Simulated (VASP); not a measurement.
# MgO (scan) (Fm-3m) in VASP: notebook

The runs below take MgO (scan) through relaxation of cell and atoms, single point, with r2SCAN.

Program: VASP 6.6.1. These are calculated values, not measurements. Logs are shortened: lines on timing, memory, paths and dates and some standing lists are left out, and cuts for length are marked.

**What was measured.**

From “Electronic structure of alkaline earth and post-transition metal oxides”, 2009, arxiv:0908.1581, for a bulk crystal of MgO: band gap 7.83 eV.

The runs below are set against these values where they give the same quantity.

## (1) The cell of the first run

The structure is cubic, space group Fm-3m (No. 225). Conventional cell: a = 4.217 Å, b = 4.217 Å, c = 4.217 Å, α = 90.00°, β = 90.00°, γ = 90.00°. Mg (site symmetry m-3m) has 6 O at 2.11 Å within 2.8 Å. O (site symmetry m-3m) has 6 Mg at 2.11 Å within 2.8 Å.

## (2) Relaxation of cell and atoms, r2SCAN

POSCAR reads:

```
MgO
1.0
    0.0000000000      2.1085000000      2.1085000000
    2.1085000000      0.0000000000      2.1085000000
    2.1085000000      2.1085000000      0.0000000000
Mg O
1 1
Direct
    0.0000000000      0.0000000000      0.0000000000
    0.5000000000      0.5000000000      0.5000000000
```

INCAR.step1 reads:

```
SYSTEM = MgO
ALGO = Normal
EDIFF = 1E-4
ENCUT = 600
GGA = PE
ISMEAR = 0
LASPH = .TRUE.
LCHARG = .FALSE.
LREAL = .FALSE.
LWAVE = .TRUE.
NELM = 60
PREC = Accurate
SIGMA = 0.02
```

INCAR.step2 reads:

```
SYSTEM = MgO
ALGO = Normal
EDIFF = 1E-7
EDIFFG = -0.002
ENCUT = 600
IBRION = 2
ISIF = 3
ISMEAR = 0
ISTART = 1
LASPH = .TRUE.
LCHARG = .FALSE.
LMIXTAU = .TRUE.
LREAL = .FALSE.
LWAVE = .FALSE.
METAGGA = R2SCAN
NELM = 60
NSW = 100
PREC = Accurate
SIGMA = 0.02
```

KPOINTS reads:

```
k-points
0
G
  10 10 10
  0 0 0
```

Potentials or basis: VASP PAW PBE potentials, release 64 (Mg, O).

Command:

```bash
> cat potpaw_PBE.64/Mg/POTCAR potpaw_PBE.64/O/POTCAR > POTCAR
> cp INCAR.step1 INCAR
> mpirun -np 1 vasp_std > vasp.out
> cp INCAR.step2 INCAR
> mpirun -np 1 vasp_std > vasp.out
```

OUTCAR:

```text
SYSTEM = MgO
   EDIFF = 1E-7
   EDIFFG = -0.002
   ENCUT = 600
   IBRION = 2
   ISIF = 3
   ISMEAR = 0
   ISTART = 1
   LASPH = .TRUE.
   LREAL = .FALSE.
   METAGGA = R2SCAN
   NELM = 60
   NSW = 100
   PREC = Accurate

 ion  position               nearest neighbor table
   1  0.000  0.000  0.000-   2 2.11   2 2.11   2 2.11   2 2.11   2 2.11   2 2.11
   2  0.500  0.500  0.500-   1 2.11   1 2.11   1 2.11   1 2.11   1 2.11   1 2.11

  LATTYP: Found a face centered cubic cell.
 ALAT       =     4.2170000000

  Lattice vectors:

 A1 = (   0.0000000000,   2.1085000000,   2.1085000000)
 A2 = (   2.1085000000,   0.0000000000,   2.1085000000)
 A3 = (   2.1085000000,   2.1085000000,   0.0000000000)

Analysis of symmetry for initial positions (statically):
=====================================================================
 Subroutine PRICEL returns:
 Original cell was already a primitive cell.

 Routine SETGRP: Setting up the symmetry group for a
 face centered cubic supercell.

 Subroutine GETGRP returns: Found 48 space group operations
 (whereof 48 operations were pure point group operations)
 out of a pool of 48 trial point group operations.

The static configuration has the point symmetry O_h .

Analysis of symmetry for dynamics (positions and initial velocities):
=====================================================================
 Subroutine PRICEL returns:
 Original cell was already a primitive cell.

 Routine SETGRP: Setting up the symmetry group for a
 face centered cubic supercell.

 Subroutine GETGRP returns: Found 48 space group operations
 (whereof 48 operations were pure point group operations)
 out of a pool of 48 trial point group operations.

The dynamic configuration has the point symmetry O_h .

 Subroutine INISYM returns: Found 48 space group operations
 (whereof 48 operations are pure point group operations),
 and found     1 'primitive' translations

----------------------------------------------------------------------------------------

                                     Primitive cell

  volume of cell :      18.7478

  direct lattice vectors                    reciprocal lattice vectors
     0.000000000  2.108500000  2.108500000    -0.237135404  0.237135404  0.237135404
     2.108500000  0.000000000  2.108500000     0.237135404 -0.237135404  0.237135404
     2.108500000  2.108500000  0.000000000     0.237135404  0.237135404 -0.237135404

  length of vectors
     2.981869296  2.981869296  2.981869296     0.410730569  0.410730569  0.410730569

  position of ions in fractional coordinates (direct lattice)
     0.000000000  0.000000000  0.000000000
     0.500000000  0.500000000  0.500000000

  ion indices of the primitive-cell ions
   primitive index   ion index
                 1           1
                 2           2

----------------------------------------------------------------------------------------

 KPOINTS: k-points

Automatic generation of k-mesh.
 Grid dimensions read from file:
 generate k-points for:   10   10   10

 Generating k-lattice:

  Cartesian coordinates                     Fractional coordinates (reciprocal lattice)
    -0.023713540  0.023713540  0.023713540     0.100000000  0.000000000  0.000000000
     0.023713540 -0.023713540  0.023713540     0.000000000  0.100000000  0.000000000
     0.023713540  0.023713540 -0.023713540     0.000000000  0.000000000  0.100000000

  Length of vectors
     0.041073057  0.041073057  0.041073057

  Shift w.r.t. Gamma in fractional coordinates (k-lattice)
     0.000000000  0.000000000  0.000000000

 Subroutine IBZKPT returns following result:
 ===========================================

 Found     47 irreducible k-points:

 Following reciprocal coordinates:
            Coordinates               Weight
  0.000000  0.000000  0.000000      1.000000
  0.100000  0.000000  0.000000      8.000000
  0.200000  0.000000  0.000000      8.000000
  0.300000  0.000000  0.000000      8.000000
  0.400000  0.000000  0.000000      8.000000
  0.500000  0.000000  0.000000      4.000000
[... 16 lines left out ...]
  0.300000  0.300000  0.000000      6.000000
  0.400000  0.300000  0.000000     24.000000
 [... further k-points ...]
   k-points           NKPTS =     47   k-points in BZ     NKDIM =     47   number of bands    NBANDS=      8
   number of dos      NEDOS =    301   number of ions     NIONS =      2
   total plane-waves  NPLWV =  13824
   dimension x,y,z NGX =    24 NGY =   24 NGZ =   24
   dimension x,y,z NGXF=    48 NGYF=   48 NGZF=   48
   ions per type =               1   1
   NGX,Y,Z   is equivalent  to a cutoff of  13.38, 13.38, 13.38 a.u.
   NGXF,Y,Z  is equivalent  to a cutoff of  26.76, 26.76, 26.76 a.u.
 SYSTEM =  MgO
   PREC   = accura    normal or accurate (medium, high low for compatibility)
   ISTART =      1    job   : 0-new  1-cont  2-samecut
   ICHARG =      0    charge: 1-file 2-atom 10-const
   ISPIN  =      1    spin polarized calculation?
   LNONCOLLINEAR =      F non collinear calculations
   LSORBIT =      F    spin-orbit coupling
   LASPH  =      T    aspherical Exc in radial PAW
   ENCUT  =  600.0 eV  44.10 Ry    6.64 a.u.   5.96  5.96  5.96*2*pi/ulx,y,z
   NELM   =     60;   NELMIN=  2; NELMDL=  0     # of ELM steps
   EDIFF  = 0.1E-06   stopping-criterion for ELM
   LREAL  =      F    real-space projection
   EDIFFG = -.2E-02   stopping-criterion for IOM
   NSW    =    100    number of steps for IOM
   IBRION =      2    ionic relax: 0-MD 1-quasi-New 2-CG
   NFREE  =      1    steps in history (QN), initial steepest desc. (CG)
   ISIF   =      3    stress and relaxation
   ISYM   =      2    0-nonsym 1-usesym 2-fastsym
   POTIM  = 0.5000    time-step for ionic-motion
   TEBEG  =    0.0;   TEEND  =   0.0 temperature during run
   PSTRESS=    0.0 pullay stress
   NELECT =       8.0000    total number of electrons
   NUPDOWN=      -1.0000    fix difference up-down
   EMIN   =  10.00;   EMAX   =-10.00  energy-range for DOS
   EFERMI =   0.00;   METHOD = LEGACY
   ISMEAR =     0;   SIGMA  =   0.02  broadening in eV -4-tet -1-fermi 0-gaus
   EFERMI_NEDOS =   21; number of points for ismear=-14 and -15
   IALGO  =     38    algorithm
   IMIX   =      4    mixing-type and parameters
     AMIX     =   0.40;   BMIX     =  1.00
     AMIX_MAG =   1.60;   BMIX_MAG =  1.00
  volume/ion in A,a.u.               =       9.37        63.26
  Fermi-wavevector in a.u.,A,eV,Ry     =   1.232503  2.329092 20.668107  1.519063
  Thomas-Fermi vector in A             =   2.367270
   LORBIT       =      0    0 simple, 1 ext, 2 COOP (PROOUT), +10 PAW based schemes
   METAGGA = R2SCAN    functional components
   LHFCALC =     F    Hartree Fock is set to
   AEXX    =    0.0000 exact exchange contribution
   IVDW    =     0    specifies the selected vdW correction
   LEPSILON=     F    determine dielectric tensor
   LRPA    =     F    only Hartree local field effects (RPA)
 conjugate gradient relaxation of ions
 non-spin polarized calculation
 Gauss-broadening in eV      SIGMA  =   0.02
  energy-cutoff  :      600.00
  volume of cell :       18.75
 maximum number of plane-waves:       636
   NGX = 11   NGY = 11   NGZ = 11

--------------------------------------- Ionic step        1  -------------------------------------------

 number of electron       8.0000005 magnetization

 Free energy of the ion-electron system (eV)
  ---------------------------------------------------
  ext. energy  EPLUGINS =         0.00000000
  ---------------------------------------------------
  free energy    TOTEN  =       -16.16324091 eV

  energy without entropy =      -16.16324091  energy(sigma->0) =      -16.16324091

------------------------ aborting loop because EDIFF is reached ----------------------------------------

  FORCE on cell =-STRESS in cart. coord.  units (eV):
  Direction    XX          YY          ZZ          XY          YZ          ZX
  --------------------------------------------------------------------------------------
  -------------------------------------------------------------------------------------
  Total       -0.3313916     -0.3313916     -0.3313916      0.0000000     -0.0000000     -0.0000000
  in kB      -28.3205250    -28.3205250    -28.3205250      0.0000000     -0.0000000     -0.0000000
  external PRESSURE =     -28.3205250 kB  Pullay stress =       0.0000000 kB
[... 57 lines left out ...]
  energy  without entropy=      -16.1656570477  energy(sigma->0) =      -16.16565705

--------------------------------------- Ionic step        3  -------------------------------------------

 number of electron       8.0000004 magnetization

 Free energy of the ion-electron system (eV)
  ---------------------------------------------------
  ext. energy  EPLUGINS =         0.00000000
  ---------------------------------------------------
  free energy    TOTEN  =       -16.16612070 eV

  energy without entropy =      -16.16612070  energy(sigma->0) =      -16.16612070

 E-fermi :   3.0555     XC(G=0): -11.6640

 val. band max:        2.8751589273   @ k =   0.0000   0.0000   0.0000
 cond. band min:       8.6224827263   @ k =   0.0000   0.0000   0.0000
 fundamental gap:      5.7473237990
 Fermi energy:         3.0554586427

 k-point     1 :       0.0000    0.0000    0.0000
  band No.  band energies     occupation
      1     -15.3949      2.00000
      2       2.8752      2.00000
      3       2.8752      2.00000
      4       2.8752      2.00000
      5       8.6225      0.00000
      6      19.7936      0.00000
      7      19.7936      0.00000
      8      19.7936      0.00000
[... 243 lines left out ...]
 k-point    24 :       0.4000    0.3000    0.0000
  band No.  band energies     occupation
      1     -14.1595      2.00000
      2      -0.7477      2.00000
      3       1.5367      2.00000
      4       1.7537      2.00000
      5      13.5850      0.00000
      6      14.0820      0.00000
      7      17.8019      0.00000
      8      22.5349      0.00000

 [... further k-points ...]
[... 5 lines left out ...]
  --------------------------------------------------------------------------------------
  -------------------------------------------------------------------------------------
  Total        0.0009031      0.0009031      0.0009031     -0.0000000      0.0000000     -0.0000000
  in kB        0.0785247      0.0785247      0.0785247     -0.0000000      0.0000000     -0.0000000
  external PRESSURE =       0.0785247 kB  Pullay stress =       0.0000000 kB
[... 17 lines left out ...]
  FREE ENERGIE OF THE ION-ELECTRON SYSTEM (eV)
  ---------------------------------------------------
  free  energy   TOTEN  =       -16.1661207045 eV

  energy  without entropy=      -16.1661207045  energy(sigma->0) =      -16.16612070

 reached required accuracy - stopping structural energy minimisation
```

Wall time 88 s (1 thread of AMD EPYC 9R14 (Zen 4), shared host); peak memory 0.13 GiB.

Results:

| Item | Value |
| --- | --- |
| Free energy | -16.1661 eV |
| Relaxed volume | 9.21 Å³/atom |
| Relaxed cell | a = 2.965 Å, b = 2.965 Å, c = 2.965 Å, α = 60.00°, β = 60.00°, γ = 60.00° |
| Space group after relaxing (to 0.05 Å) | Fm-3m (No. 225) |
| Energy gained by relaxing | 1.4 meV/atom |
| Ionic steps | 3 |
| Pressure after relaxing | 0.0 GPa |
| Band gap on the k mesh | 5.75 eV, direct |

The path:
| step | energy change (eV) | largest force (eV/Å) | pressure (GPa) | volume (Å³) |
| --- | --- | --- | --- | --- |
| 1 | 0.0000 | 0.0000 | -2.83 | 18.75 |
| 2 | -0.0024 | 0.0000 | 1.19 | 18.30 |
| 3 | -0.0029 | 0.0000 | 0.01 | 18.43 |

Final structure:
```
Mg O
1.0
     0.00000    2.09642    2.09642
     2.09642    0.00000    2.09642
     2.09642    2.09642    0.00000
Mg O
1 1
Direct
  0.00000 0.00000 0.00000
  0.50000 0.50000 0.50000
```

Caveat: the PAW data sets were made with another functional, which shifts forces and pressure a little. r2SCAN opens gaps a little over a GGA but as a rule still falls short of measured ones.

## (3) Single point, r2SCAN

This run uses another cell than the first one, of 9.29 Å³/atom, 0.991 times its volume.

POSCAR reads:

```
MgO
1.0
    0.0000000000      2.1021684214      2.1021684214
    2.1021684214      0.0000000000      2.1021684214
    2.1021684214      2.1021684214      0.0000000000
Mg O
1 1
Direct
    0.0000000000      0.0000000000      0.0000000000
    0.5000000000      0.5000000000      0.5000000000
```

INCAR.step1 reads:

```
PREC     = Accurate       # precision mode
ENCUT    = 660            # plane-wave cutoff, eV
ISMEAR   = 0              # smearing method
SIGMA    = 0.02           # smearing width, eV
LREAL    = F              # projectors in reciprocal space
LASPH    = T              # aspherical terms in the spheres
NELM     = 120            # most SCF steps
NBANDS   = 15             # bands
GGA      = PE             # functional
ALGO     = Normal         # electronic algorithm
EDIFF    = 1E-5           # SCF threshold, eV
LWAVE    = T              # write WAVECAR
LCHARG   = F              # write CHGCAR
GGA_COMPAT= F
```

INCAR.step2 reads:

```
PREC     = Accurate       # precision mode
ENCUT    = 660            # plane-wave cutoff, eV
EDIFF    = 1E-6           # SCF threshold, eV
ISMEAR   = 0              # smearing method
SIGMA    = 0.02           # smearing width, eV
LREAL    = F              # projectors in reciprocal space
LASPH    = T              # aspherical terms in the spheres
NELM     = 120            # most SCF steps
ALGO     = Normal         # electronic algorithm
ISIF     = 2              # what is computed and relaxed
LWAVE    = F              # write WAVECAR
LCHARG   = F              # write CHGCAR
METAGGA  = R2SCAN         # meta-GGA
LMIXTAU  = T            
NBANDS   = 15             # bands
ISTART   = 1            
GGA_COMPAT= F
```

KPOINTS reads:

```
Automatic mesh
0
Gamma
  10 10 10
```

Potentials or basis: VASP PAW PBE potentials, release 64 (Mg_sv, O).

Command:

```bash
> cat potpaw_PBE.64/Mg_sv/POTCAR potpaw_PBE.64/O/POTCAR > POTCAR
> cp INCAR.step1 INCAR
> mpirun -np 1 vasp_std > vasp.out
> cp INCAR.step2 INCAR
> mpirun -np 1 vasp_std > vasp.out
```

Wall time 63 s (1 thread of Intel Xeon Platinum 8375C at 2.90GHz (Ice Lake), shared host); peak memory 0.16 GiB.

It converged, with:

- Free energy: -16.1732 eV
- Pressure: -0.2 GPa
- Band gap on the k mesh: 5.71 eV, direct

Levels at points of the mesh, in eV from the valence-band top:
```
           k point  band 4  band 5  band 6  band 7  band 8  band 9  band 10  band 11  band 12  band 13
(0.00, 0.00, 0.00)  -40.04  -18.22    0.00    0.00    0.00    5.71    16.89    16.89    16.89    21.02
(0.50, 0.00, 0.00)  -40.05  -16.93   -4.62   -0.68   -0.68    8.87    13.92    17.56    17.56    22.61
(0.50, 0.50, 0.00)  -40.07  -16.72   -4.10   -1.37   -1.37   10.05    11.24    14.38    20.55    20.55
```

Caveat: the PAW data sets were made with another functional, which shifts forces and pressure a little.

[end of part 1 of 2]
